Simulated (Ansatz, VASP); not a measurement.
# Two plane-wave programs on ZnS

The input POSCAR:

```
ZnS
1.0
    3.8076115351      0.0000000000      0.0000000000
   -1.9038057675      3.2974883171      0.0000000000
    0.0000000000      0.0000000000     12.4658246188
Zn S
4 4
Direct
    0.0000000000      0.0000000000      0.0001052081
    0.3333333333      0.6666666667      0.2500673625
    0.0000000000      0.0000000000      0.5001052081
    0.6666666667      0.3333333333      0.7500673625
    0.0000000000      0.0000000000      0.1872391017
    0.3333333333      0.6666666667      0.4375883276
    0.0000000000      0.0000000000      0.6872391017
    0.6666666667      0.3333333333      0.9375883276
```

File INCAR.step1:

```
SYSTEM = ZnS
PREC = Accurate
ENCUT = 520
ISMEAR = 0
SIGMA = 0.01
LREAL = .FALSE.
LASPH = .TRUE.
NELM = 100
NBANDS = 46
GGA = PE
ALGO = Normal
EDIFF = 1E-4
LWAVE = .TRUE.
LCHARG = .FALSE.
```

INCAR.step2

```
SYSTEM = ZnS
PREC = Accurate
ENCUT = 520
EDIFF = 1E-6
ISMEAR = 0
SIGMA = 0.01
LREAL = .FALSE.
LASPH = .TRUE.
NELM = 100
ALGO = Normal
ISIF = 2
LWAVE = .FALSE.
LCHARG = .FALSE.
METAGGA = R2SCAN
LMIXTAU = .TRUE.
NBANDS = 46
ISTART = 1
```

File KPOINTS:

```
regular mesh
0
G
  12 12 2
  0 0 0
```

Input for Ansatz:

```yaml
crystal:
  lattice:
    - [3.8076115351, 0.0, 0.0]
    - [-1.9038057675, 3.2974883171, 0.0]
    - [0.0, 0.0, 12.4658246188]
  atoms:
    - { symbol: Zn, position: [0.0, 0.0, 0.0001052081] }
    - { symbol: Zn, position: [0.3333333333, 0.6666666667, 0.2500673625] }
    - { symbol: Zn, position: [0.0, 0.0, 0.5001052081] }
    - { symbol: Zn, position: [0.6666666667, 0.3333333333, 0.7500673625] }
    - { symbol: S, position: [0.0, 0.0, 0.1872391017] }
    - { symbol: S, position: [0.3333333333, 0.6666666667, 0.4375883276] }
    - { symbol: S, position: [0.0, 0.0, 0.6872391017] }
    - { symbol: S, position: [0.6666666667, 0.3333333333, 0.9375883276] }
kpoints:
  mp_grid: { grid: [12, 12, 2] }
  band_path:
    path:
      - [0.0, 0.0, 0.0]
      - [0.5, 0.0, 0.0]
      - [0.3333333333, 0.3333333333, 0.0]
      - [0.0, 0.0, 0.5]
      - [0.5, 0.0, 0.5]
      - [0.3333333333, 0.3333333333, 0.5]
    npoints: 1
hamiltonian:
  xc: r2scan
scf:
  occupations: { method: fixed }
  n_extra_bands: 6
output:
  forces: true
  stress: true
  eigenvalues: true
```

Alike in both runs: task single point; functional r2SCAN; k mesh 12 × 12 × 2; no spin polarisation.

|  | VASP | Ansatz |
| --- | --- | --- |
| version | VASP 6.6.1 | Ansatz 0.2.0 |
| potentials or method | VASP PAW PBE potentials, release 64 (Zn, S) | plane waves, PAW |
| plane-wave cutoff (eV) | 520 | 500 |
| occupations | gaussian, width 0.01 eV | fixed |
| valence electrons in the cell | 72 | 72 |

|  | VASP | Ansatz | Ansatz less VASP |
| --- | --- | --- | --- |
| gap on the k mesh at the Fermi level (eV) | 2.75 | 2.74 | -0.010 |
| pressure (GPa) | 0.0 | 0.0 | 0.00 |
| rms of the force components (eV/Å) | 0.003 | 0.001 | -0.0024 |

VASP's potentials were made for PBE, not for r2SCAN. Atom by atom the forces differ by 0.004 eV/Å (rms over components).
